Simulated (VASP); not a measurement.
FeRuS4: single point with PBEsol

Crystal: FeRuS4.

```
Ru Fe S
1.0
     5.46061   -0.00773    0.00000
    -0.00773    5.45602    0.00000
     0.00000    0.00000    5.46341
Ru Fe S
2 2 8
Direct
  0.00000 0.00000 0.00000
  0.50000 0.00000 0.50000
  0.50000 0.50000 0.00000
  0.00000 0.50000 0.50000
  0.37915 0.39128 0.37895
  0.12085 0.60872 0.87895
  0.88935 0.12371 0.61071
  0.61065 0.87629 0.11071
  0.62085 0.60872 0.62105
  0.87915 0.39128 0.12105
  0.11065 0.87629 0.38929
  0.38935 0.12371 0.88929
```

| Quantity | Value |
| --- | --- |
| Program | VASP 6.6.1 |
| Task | single point |
| Functional | PBEsol |
| Potentials or basis | VASP PAW PBE potentials, release 64 (Ru_pv, Fe, S) |
| Cutoff | 520 eV |
| k mesh | 4 × 4 × 4 |
| Occupations | gaussian, width 0.1 eV |
| Spin | no spin polarisation |
| Dipole correction | no |
| Further INCAR settings | ALGO = Normal; EDIFF = 1e-06; NBANDS = 58 |

| Quantity | Value |
| --- | --- |
| Pressure | 0.2 GPa |
| Largest force | 0.082 eV/Å |
| Band gap on the k mesh | 0.27 eV (least direct gap 0.49 eV) |

Forces on the atoms (eV/Å):
```
Ru   0.000  0.000  0.000
Ru   0.000  0.000  0.000
Fe   0.000  0.000  0.000
Fe   0.000  0.000  0.000
S    0.009 -0.037  0.022
S   -0.009  0.037  0.022
S    0.028 -0.071 -0.030
S   -0.028  0.071 -0.030
S   -0.009  0.037 -0.022
S    0.009 -0.037 -0.022
S   -0.028  0.071  0.030
S    0.028 -0.071  0.030
```

Stress tensor (GPa, compression positive):
```
0.28 0.13 0.00
0.13 0.33 0.00
0.00 0.00 0.08
```

Levels at points of the mesh, in eV from the valence-band top:
```tsv
k point	band 44	band 45	band 46	band 47	band 48	band 49
(0.00, 0.00, 0.00)	-0.49	-0.45	-0.22	0.27	1.57	1.95
(0.50, 0.00, 0.00)	-0.40	-0.06	-0.06	1.62	1.62	1.89
(0.00, 0.50, 0.00)	-0.29	-0.17	-0.01	1.47	1.59	1.97
(0.50, 0.50, 0.00)	-0.40	-0.11	-0.11	1.80	1.80	1.89
(0.00, 0.00, 0.50)	-0.33	-0.08	-0.08	1.61	1.61	1.88
(0.50, 0.00, 0.50)	-0.41	0.00	0.00	1.69	1.69	1.80
(0.00, 0.50, 0.50)	-0.31	-0.16	-0.16	1.71	1.71	1.84
(0.50, 0.50, 0.50)	-0.84	-0.48	-0.48	1.41	1.41	1.88
```

It took 4.9 min on 1 thread of Intel(R) Xeon(R) Platinum 8375C CPU @ 2.90GHz (Ice Lake) (shared host), peak memory 0.4 GiB.

Caveat: the PAW data sets were made with another functional, which shifts forces and pressure a little. A k mesh can miss the band edges.
